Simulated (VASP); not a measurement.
A run of VASP 6.6.1:

INCAR

```
SYSTEM = Al3NiSn
ALGO     = Normal         ! electronic algorithm
EDIFF    = 1E-6           ! SCF threshold, eV
EDIFFG   = -0.04          ! ionic threshold
ENCUT    = 600            ! plane-wave cutoff, eV
GGA      = PE             ! functional
IBRION   = 2              ! ionic algorithm
ISIF     = 3              ! what is computed and relaxed
ISMEAR   = 0              ! smearing method
ISPIN    = 2              ! spin polarisation
LASPH    = .True.         ! aspherical terms in the spheres
LCHARG   = .False.        ! write CHGCAR
LMAXMIX  = 4              ! l up to which the mixer works
LORBIT   = 11             ! projections on sites
LREAL    = .False.        ! projectors in reciprocal space
LWAVE    = .False.        ! write WAVECAR
MAGMOM   = 0 0 0 2 0      ! initial moments
NELM     = 150            ! most SCF steps
NSW      = 90             ! ionic steps
PREC     = Accurate       ! precision mode
SIGMA    = 0.1            ! smearing width, eV
```

File KPOINTS:

```
k-points
0
Gamma
  6 6 4
  0 0 0
```

The input POSCAR:

```
Al3NiSn
1.0
    3.5216341600      0.0000000000      0.0000000000
    0.0000000000      3.5216341600      0.0000000000
    0.0000000000      0.0000000000      7.4602286300
Al Ni Sn
3 1 1
Direct
    0.5000000000      0.5000000000      0.2391757900
    0.5000000000      0.5000000000      0.7608242100
    0.0000000000      0.0000000000      0.5000000000
    0.5000000000      0.5000000000      0.5000000000
    0.0000000000      0.0000000000      0.0000000000
```

Potentials or basis: VASP PAW PBE potentials, release 64 (Al, Ni, Sn_d).

Command:

```bash
$ cat potpaw_PBE.64/Al/POTCAR potpaw_PBE.64/Ni/POTCAR potpaw_PBE.64/Sn_d/POTCAR > POTCAR
$ mpirun -np 1 vasp_std > vasp.out
```

Hardware: 1 thread of Intel(R) Xeon(R) 6975P-C (Granite Rapids) (shared host).

Task: How long does it take, and how much memory?

Result: It took 9.4 min on 1 thread of Intel(R) Xeon(R) 6975P-C (Granite Rapids), on a shared host, peak memory 0.34 GiB. Counts: scf iterations 145, k points 30, ion steps 16.
